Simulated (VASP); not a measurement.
# Al in VASP: notebook

Al is run at these levels: PBE; tasks: single point.

Everything below comes from runs of VASP 6.6.1. Logs are shortened: lines on timing, memory, paths and dates and some standing lists are left out, and cuts for length are marked.

## Step 1: The cell of the first run

The cell holds a slab with vacuum, 13 atoms: a = 5.714 Å, b = 5.714 Å, c = 20.102 Å, α = 90.00°, β = 90.00°, γ = 120.00°.

## Step 2: Single point, PBE

INCAR reads:

```
SYSTEM = Al
ALGO     = Normal         ! electronic algorithm
DIPOL    = 0.5 0.5 0.331
EDIFF    = 1E-6           ! SCF threshold, eV
ENCUT    = 520            ! plane-wave cutoff, eV
GGA      = PE             ! functional
IDIPOL   = 3            
ISIF     = 2              ! what is computed and relaxed
ISMEAR   = 0              ! smearing method
LASPH    = .TRUE.         ! aspherical terms in the spheres
LCHARG   = .FALSE.        ! write CHGCAR
LDIPOL   = .TRUE.       
LREAL    = .FALSE.        ! projectors in reciprocal space
LWAVE    = .FALSE.        ! write WAVECAR
NBANDS   = 32             ! bands
NELM     = 80             ! most SCF steps
PREC     = Accurate       ! precision mode
SIGMA    = 0.1            ! smearing width, eV
```

KPOINTS reads:

```
k-points
0
G
  6 6 1
  0 0 0
```

POSCAR reads:

```
Al
1.0
    5.7143028096      0.0000000000      0.0000000000
   -2.8571514048      4.9487313980      0.0000000000
    0.0000000000      0.0000000000     20.1016424764
Al
13
Direct
    0.3333333333      0.1666666667      0.1989887147
    0.3333333333      0.6666666667      0.1989887147
    0.8333333333      0.1666666667      0.1989887147
    0.8333333333      0.6666666667      0.1989887147
    0.1666666667      0.3333333333      0.3134533099
    0.1666666667      0.8333333333      0.3134533099
    0.6666666667      0.3333333333      0.3134533099
    0.6666666667      0.8333333333      0.3134533099
    0.0000000000      0.0000000000      0.4279074452
    0.0000000000      0.5000000000      0.4279074452
    0.5000000000      0.0000000000      0.4279074452
    0.5000000000      0.5000000000      0.4279074452
    0.1666666667      0.3333333333      0.5358142550
```

Potentials or basis: VASP PAW PBE potentials, release 64 (Al).

Launch:

```sh
$ cat potpaw_PBE.64/Al/POTCAR > POTCAR
$ mpirun -np 1 vasp_std > vasp.out
```

OUTCAR:

```text
SYSTEM = Al
   EDIFF = 1E-6
   ENCUT = 520
   GGA = PE
   ISIF = 2
   ISMEAR = 0
   LASPH = .TRUE.
   LREAL = .FALSE.
   NELM = 80
   PREC = Accurate

 ion  position               nearest neighbor table
   1  0.333  0.167  0.199-   5 2.83   6 2.83   7 2.83   4 2.86   2 2.86   2 2.86   4 2.86   3 2.86
                             3 2.86
   2  0.333  0.667  0.199-   6 2.83   5 2.83   8 2.83   3 2.86   1 2.86   1 2.86   3 2.86   4 2.86
                             4 2.86
   3  0.833  0.167  0.199-   7 2.83   8 2.83   5 2.83   4 2.86   2 2.86   4 2.86   2 2.86   1 2.86
                             1 2.86
   4  0.833  0.667  0.199-   8 2.83   7 2.83   6 2.83   3 2.86   1 2.86   3 2.86   1 2.86   2 2.86
                             2 2.86
   5  0.167  0.333  0.313-   9 2.83  12 2.83  10 2.83   1 2.83   2 2.83   3 2.83   8 2.86   6 2.86
                             6 2.86   8 2.86   7 2.86   7 2.86
   6  0.167  0.833  0.313-  10 2.83  11 2.83   9 2.83   2 2.83   1 2.83   4 2.83   7 2.86   5 2.86
                             5 2.86   7 2.86   8 2.86   8 2.86
   7  0.667  0.333  0.313-  11 2.83  10 2.83  12 2.83   3 2.83   4 2.83   1 2.83   8 2.86   6 2.86
                             8 2.86   6 2.86   5 2.86   5 2.86
   8  0.667  0.833  0.313-  12 2.83   9 2.83  11 2.83   4 2.83   3 2.83   2 2.83   7 2.86   5 2.86
                             7 2.86   5 2.86   6 2.86   6 2.86
   9  0.000  0.000  0.428-  13 2.73   5 2.83   8 2.83   6 2.83  12 2.86  10 2.86  10 2.86  12 2.86
                            11 2.86  11 2.86
  10  0.000  0.500  0.428-  13 2.73   6 2.83   7 2.83   5 2.83  11 2.86   9 2.86   9 2.86  11 2.86
                            12 2.86  12 2.86
  11  0.500  0.000  0.428-   7 2.83   6 2.83   8 2.83  10 2.86  12 2.86  12 2.86  10 2.86   9 2.86
                             9 2.86
  12  0.500  0.500  0.428-  13 2.73   8 2.83   5 2.83   7 2.83  11 2.86   9 2.86  11 2.86   9 2.86
                            10 2.86  10 2.86
  13  0.167  0.333  0.536-   9 2.73  12 2.73  10 2.73

  LATTYP: Found a hexagonal cell.
 ALAT       =     5.7143028096
 C/A-ratio  =     3.5177769093

  Lattice vectors:

 A1 = (   5.7143028096,   0.0000000000,   0.0000000000)
 A2 = (  -2.8571514048,   4.9487313980,   0.0000000000)
 A3 = (   0.0000000000,   0.0000000000,  20.1016424764)

Analysis of symmetry for initial positions (statically):
=====================================================================
 Subroutine PRICEL returns:
 Original cell was already a primitive cell.

 Routine SETGRP: Setting up the symmetry group for a
 hexagonal supercell.

 Subroutine GETGRP returns: Found  6 space group operations
 (whereof  2 operations were pure point group operations)
 out of a pool of 24 trial point group operations.

The static configuration has the point symmetry C_1h.
 The point group associated with its full space group is C_3v.

Analysis of symmetry for dynamics (positions and initial velocities):
=====================================================================
 Subroutine PRICEL returns:
 Original cell was already a primitive cell.

 Routine SETGRP: Setting up the symmetry group for a
 hexagonal supercell.

 Subroutine GETGRP returns: Found  6 space group operations
 (whereof  2 operations were pure point group operations)
 out of a pool of 24 trial point group operations.

The dynamic configuration has the point symmetry C_1h.
 The point group associated with its full space group is C_3v.

 Subroutine INISYM returns: Found  6 space group operations
 (whereof  2 operations are pure point group operations),
 and found     1 'primitive' translations

----------------------------------------------------------------------------------------

                                     Primitive cell

  volume of cell :     568.4453

  direct lattice vectors                    reciprocal lattice vectors
     5.714302810  0.000000000  0.000000000     0.174999476  0.101035995  0.000000000
    -2.857151405  4.948731398  0.000000000     0.000000000  0.202071990  0.000000000
     0.000000000  0.000000000 20.101642476     0.000000000  0.000000000  0.049747179

  length of vectors
     5.714302810  5.714302810 20.101642476     0.202071990  0.202071990  0.049747179

  position of ions in fractional coordinates (direct lattice)
     0.333333333  0.166666667  0.198988715
     0.333333333  0.666666667  0.198988715
     0.833333333  0.166666667  0.198988715
     0.833333333  0.666666667  0.198988715
     0.166666667  0.333333333  0.313453310
     0.166666667  0.833333333  0.313453310
     0.666666667  0.333333333  0.313453310
     0.666666667  0.833333333  0.313453310
     0.000000000  0.000000000  0.427907445
     0.000000000  0.500000000  0.427907445
     0.500000000  0.000000000  0.427907445
     0.500000000  0.500000000  0.427907445
     0.166666667  0.333333333  0.535814255

  ion indices of the primitive-cell ions
   primitive index   ion index
                 1           1
                 2           2
                 3           3
                 4           4
                 5           5
                 6           6
                 7           7
                 8           8
                 9           9
                10          10
                11          11
                12          12
                13          13

----------------------------------------------------------------------------------------

 KPOINTS: k-points

Automatic generation of k-mesh.
 Grid dimensions read from file:
 generate k-points for:    6    6    1

 Generating k-lattice:

  Cartesian coordinates                     Fractional coordinates (reciprocal lattice)
     0.029166579  0.016839332  0.000000000     0.166666667  0.000000000  0.000000000
     0.000000000  0.033678665  0.000000000     0.000000000  0.166666667  0.000000000
     0.000000000  0.000000000  0.049747179     0.000000000  0.000000000  1.000000000

  Length of vectors
     0.033678665  0.033678665  0.049747179

  Shift w.r.t. Gamma in fractional coordinates (k-lattice)
     0.000000000  0.000000000  0.000000000

 Subroutine IBZKPT returns following result:
 ===========================================

 Found      7 irreducible k-points:

 Following reciprocal coordinates:
            Coordinates               Weight
  0.000000  0.000000  0.000000      1.000000
  0.166667  0.000000  0.000000      6.000000
  0.333333  0.000000  0.000000      6.000000
  0.500000  0.000000  0.000000      3.000000
  0.166667  0.166667  0.000000      6.000000
  0.333333  0.166667  0.000000     12.000000
  0.333333  0.333333  0.000000      2.000000
   k-points           NKPTS =      7   k-points in BZ     NKDIM =      7   number of bands    NBANDS=     32
   number of dos      NEDOS =    301   number of ions     NIONS =     13
   total plane-waves  NPLWV = 264600
   dimension x,y,z NGX =    42 NGY =   42 NGZ =  150
   dimension x,y,z NGXF=    84 NGYF=   84 NGZF=  300
   ions per type =              13
   NGX,Y,Z   is equivalent  to a cutoff of  12.22, 12.22, 12.41 a.u.
   NGXF,Y,Z  is equivalent  to a cutoff of  24.44, 24.44, 24.81 a.u.
 SYSTEM =  Al
   PREC   = accura    normal or accurate (medium, high low for compatibility)
   ISTART =      0    job   : 0-new  1-cont  2-samecut
   ICHARG =      2    charge: 1-file 2-atom 10-const
   ISPIN  =      1    spin polarized calculation?
   LNONCOLLINEAR =      F non collinear calculations
   LSORBIT =      F    spin-orbit coupling
   LASPH  =      T    aspherical Exc in radial PAW
   ENCUT  =  520.0 eV  38.22 Ry    6.18 a.u.  10.62 10.62 37.38*2*pi/ulx,y,z
   NELM   =     80;   NELMIN=  2; NELMDL= -5     # of ELM steps
   EDIFF  = 0.1E-05   stopping-criterion for ELM
   LREAL  =      F    real-space projection
[... 7 lines left out ...]
   TEBEG  =    0.0;   TEEND  =   0.0 temperature during run
   PSTRESS=    0.0 pullay stress
   NELECT =      39.0000    total number of electrons
   NUPDOWN=      -1.0000    fix difference up-down
   EMIN   =  10.00;   EMAX   =-10.00  energy-range for DOS
   EFERMI =   0.00;   METHOD = LEGACY
   ISMEAR =     0;   SIGMA  =   0.10  broadening in eV -4-tet -1-fermi 0-gaus
   EFERMI_NEDOS =   21; number of points for ismear=-14 and -15
   IALGO  =     38    algorithm
   IMIX   =      4    mixing-type and parameters
     AMIX     =   0.40;   BMIX     =  1.00
     AMIX_MAG =   1.60;   BMIX_MAG =  1.00
  volume/ion in A,a.u.               =      43.73       295.08
  Fermi-wavevector in a.u.,A,eV,Ry     =   0.670193  1.266482  6.111182  0.449159
  Thomas-Fermi vector in A             =   1.745637
   LORBIT       =      0    0 simple, 1 ext, 2 COOP (PROOUT), +10 PAW based schemes
   GGA     = PE    functional components
   LHFCALC =     F    Hartree Fock is set to
   AEXX    =    0.0000 exact exchange contribution
   IVDW    =     0    specifies the selected vdW correction
   LEPSILON=     F    determine dielectric tensor
   LRPA    =     F    only Hartree local field effects (RPA)
 non-spin polarized calculation
 Gauss-broadening in eV      SIGMA  =   0.10
  energy-cutoff  :      520.00
  volume of cell :      568.45
 maximum number of plane-waves:     15351
   NGX = 21   NGY = 21   NGZ = 75

 dipolmoment           0.000000      0.000000     -0.002345 electrons x Angstroem

 number of electron      39.0000001 magnetization

 dipolmoment           0.000000      0.000000      0.043548 electrons x Angstroem

 Free energy of the ion-electron system (eV)
  ---------------------------------------------------
  ext. energy  EPLUGINS =         0.00000000
  ---------------------------------------------------
  free energy    TOTEN  =       -45.09069173 eV

  energy without entropy =      -45.07269909  energy(sigma->0) =      -45.08169541

 E-fermi :   0.4614     XC(G=0):  -4.8965

 val. band max:        0.3604780014   @ k =   0.3333   0.1667   0.0000
 cond. band min:       0.4631422121   @ k =   0.1667   0.1667   0.0000
 fundamental gap:      0.1026642107
 Fermi energy:         0.4613770284

 k-point     1 :       0.0000    0.0000    0.0000
  band No.  band energies     occupation
      1     -10.1187      2.00000
      2      -8.5075      2.00000
      3      -6.1356      2.00000
      4      -4.3706      2.00000
      5      -4.2386      2.00000
      6      -4.2386      2.00000
[... 23 lines left out ...]
     30       3.0906      0.00000
     31       3.7526      0.00000

 k-point     2 :       0.1667    0.0000    0.0000
  band No.  band energies     occupation
      1      -9.9516      2.00000
      2      -8.3439      2.00000
      3      -6.0935      2.00000
      4      -5.8992      2.00000
      5      -5.0325      2.00000
      6      -5.0137      2.00000
[... 162 lines left out ...]
 k-point     7 :       0.3333    0.3333    0.0000
  band No.  band energies     occupation
      1      -8.1765      2.00000
      2      -8.1078      2.00000
      3      -8.1035      2.00000
      4      -6.7690      2.00000
      5      -6.4317      2.00000
      6      -6.4182      2.00000
[... 23 lines left out ...]
     30       3.5714      0.00000
     31       3.6501      0.00000
 [bands above 31 left out]

------------------------ aborting loop because EDIFF is reached ----------------------------------------

 vacuum level on the upper side and lower side of the slab       (xc-potential included)        -0.074        -0.296

  FORCE on cell =-STRESS in cart. coord.  units (eV):
  Direction    XX          YY          ZZ          XY          YZ          ZX
  --------------------------------------------------------------------------------------
  -------------------------------------------------------------------------------------
  Total       -2.5575957     -2.5575957      1.1682330     -0.0000000     -0.0000000      0.0000000
  in kB       -7.2086475     -7.2086475      3.2926941     -0.0000000     -0.0000000      0.0000000
  external PRESSURE =      -3.7082003 kB  Pullay stress =       0.0000000 kB

 VOLUME and BASIS-vectors are now :
 -----------------------------------------------------------------------------
  energy-cutoff  :      520.00
  volume of cell :      568.45
      direct lattice vectors                 reciprocal lattice vectors
     5.714302810  0.000000000  0.000000000     0.174999476  0.101035995  0.000000000
    -2.857151405  4.948731398  0.000000000     0.000000000  0.202071990  0.000000000
     0.000000000  0.000000000 20.101642476     0.000000000  0.000000000  0.049747179

 POSITION                                       TOTAL-FORCE (eV/Angst)
 -----------------------------------------------------------------------------------
      1.42858      0.82479      4.00000        -0.045520      0.026281     -0.071968
     -0.00000      3.29915      4.00000         0.000000     -0.052563     -0.071968
      4.28573      0.82479      4.00000         0.045520      0.026281     -0.071968
      2.85715      3.29915      4.00000         0.000000     -0.000000     -0.120667
      0.00000      1.64958      6.30093        -0.000000     -0.000000     -0.058358
     -1.42858      4.12394      6.30093         0.033732      0.019475      0.071295
      2.85715      1.64958      6.30093         0.000000     -0.038951      0.071295
      1.42858      4.12394      6.30093        -0.033732      0.019475      0.071295
      0.00000      0.00000      8.60164        -0.000000     -0.273600      0.018469
     -1.42858      2.47437      8.60164        -0.236945      0.136800      0.018469
      2.85715      0.00000      8.60164         0.000000     -0.000000      0.131308
      1.42858      2.47437      8.60164         0.236945      0.136800      0.018469
      0.00000      1.64958     10.77075        -0.000000     -0.000000     -0.005671
 -----------------------------------------------------------------------------------
    total drift:                                0.000000     -0.000000     -0.000072

  FREE ENERGIE OF THE ION-ELECTRON SYSTEM (eV)
  ---------------------------------------------------
  free  energy   TOTEN  =       -45.0906917293 eV

  energy  without entropy=      -45.0726990879  energy(sigma->0) =      -45.08169541

 vacuum level on the upper side and lower side of the slab         4.568         4.338
```

Run time: 3 min. Hardware: 1 thread of Intel Xeon 6975P-C (Granite Rapids), shared host; peak memory 0.54 GiB.

What came out:

| Item | Value |
| --- | --- |
| Free energy | -45.0907 eV |
| Largest force | 0.274 eV/Å |
| Band gap on the k mesh | zero (an odd number of electrons rules out a gap without spin polarisation) |

Forces in eV/Å, atoms in the order of the input:
```
Al  -0.046  0.026 -0.072
Al   0.000 -0.053 -0.072
Al   0.046  0.026 -0.072
Al   0.000  0.000 -0.121
Al   0.000  0.000 -0.058
Al   0.034  0.019  0.071
Al   0.000 -0.039  0.071
Al  -0.034  0.019  0.071
Al   0.000 -0.274  0.018
Al  -0.237  0.137  0.018
Al   0.000  0.000  0.131
Al   0.237  0.137  0.018
Al   0.000  0.000 -0.006
```

Levels at points of the mesh, in eV from the Fermi level:
```tsv
k point	band 16	band 17	band 18	band 19	band 20	band 21	band 22	band 23
(0.00, 0.00, 0.00)	-2.71	-1.85	-0.89	-0.89	-0.48	-0.34	-0.16	-0.16
(0.50, 0.00, 0.00)	-0.52	-0.49	-0.39	-0.19	0.45	0.75	0.92	1.06
```

(Continued in part 2 of 2.)
